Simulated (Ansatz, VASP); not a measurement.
**One calculation of Be3AgS4, two programs**

The input INCAR:

```
SYSTEM = Be3AgS4
PREC     = Accurate       ! precision mode
ENCUT    = 600            ! plane-wave cutoff, eV
EDIFF    = 1E-6           ! SCF threshold, eV
ISMEAR   = 0              ! smearing method
SIGMA    = 0.1            ! smearing width, eV
LREAL    = .False.        ! projectors in reciprocal space
LASPH    = .True.         ! aspherical terms in the spheres
NELM     = 80             ! most SCF steps
ALGO     = Normal         ! electronic algorithm
ISIF     = 3              ! what is computed and relaxed
LWAVE    = .False.        ! write WAVECAR
LCHARG   = .False.        ! write CHGCAR
GGA      = PE             ! functional
IBRION   = 2              ! ionic algorithm
NSW      = 100            ! ionic steps
EDIFFG   = -0.01          ! ionic threshold
```

KPOINTS

```
Automatic mesh
0
Gamma
  8 8 8
  0 0 0
```

POSCAR

```
Be3AgS4
1.0
    4.8472294391      0.0000000000      0.0000000000
    0.0000000000      4.8472294391      0.0000000000
    0.0000000000      0.0000000000      4.8472294391
Be Ag S
3 1 4
Direct
    0.0000000000      0.5000000000      0.5000000000
    0.5000000000      0.0000000000      0.5000000000
    0.5000000000      0.5000000000      0.0000000000
    0.5000000000      0.5000000000      0.5000000000
    0.5000000000      0.0000000000      0.0000000000
    0.0000000000      0.5000000000      0.0000000000
    0.0000000000      0.0000000000      0.5000000000
    0.0000000000      0.0000000000      0.0000000000
```

Input for Ansatz:

```yaml
crystal:
  lattice:
    - [4.8472294391, 0.0, 0.0]
    - [0.0, 4.8472294391, 0.0]
    - [0.0, 0.0, 4.8472294391]
  atoms:
    - { symbol: Be, position: [0.0, 0.5, 0.5] }
    - { symbol: Be, position: [0.5, 0.0, 0.5] }
    - { symbol: Be, position: [0.5, 0.5, 0.0] }
    - { symbol: Ag, position: [0.5, 0.5, 0.5] }
    - { symbol: S, position: [0.5, 0.0, 0.0] }
    - { symbol: S, position: [0.0, 0.5, 0.0] }
    - { symbol: S, position: [0.0, 0.0, 0.5] }
    - { symbol: S, position: [0.0, 0.0, 0.0] }
basis:
  ecutwfc: 420
kpoints:
  mp_grid: { grid: [8, 8, 8] }
hamiltonian:
  xc: pbe
scf:
  occupations: { method: gaussian, width: 0.1 }
output:
  forces: true
  stress: true
  eigenvalues: true
  write_density: true
  write_potential: true
  elf: true
  volumetric_format: npy
relax:
  adjacent_minimum: "off"
  f_tol: 0.01
  max_steps: 80
  cell: { stress_tol: 0.05 }
```

Alike in both runs: task relaxation of cell and atoms; functional PBE; k mesh 8 × 8 × 8; occupations gaussian, width 0.1 eV; no spin polarisation.

|  | VASP | Ansatz |
| --- | --- | --- |
| version | VASP 6.6.1 | Ansatz 0.2.0 |
| potentials or method | VASP PAW PBE potentials, release 64 (Be, Ag, S), cutoff 600 eV | scalar-relativistic, plane waves, PAW |
| valence electrons in the cell | 41 | 49 |

VASP gave:

* gap on the k mesh at the Fermi level, each at its own relaxed structure (eV): none
* relaxed volume (Å³/atom): 14.30
* relaxed cell length with the largest relative difference (Å): 4.854

Problem. Which values does Ansatz return?

Solution. gap on the k mesh at the Fermi level, each at its own relaxed structure (eV): none; relaxed volume (Å³/atom): 14.30; relaxed cell length with the largest relative difference (Å): 4.855.

A gap of «none» marks a metal or a gap that the smearing closes. VASP's potentials hold 41 valence electrons a cell and Ansatz's 49, so a difference there can come from the potentials and not from the codes.
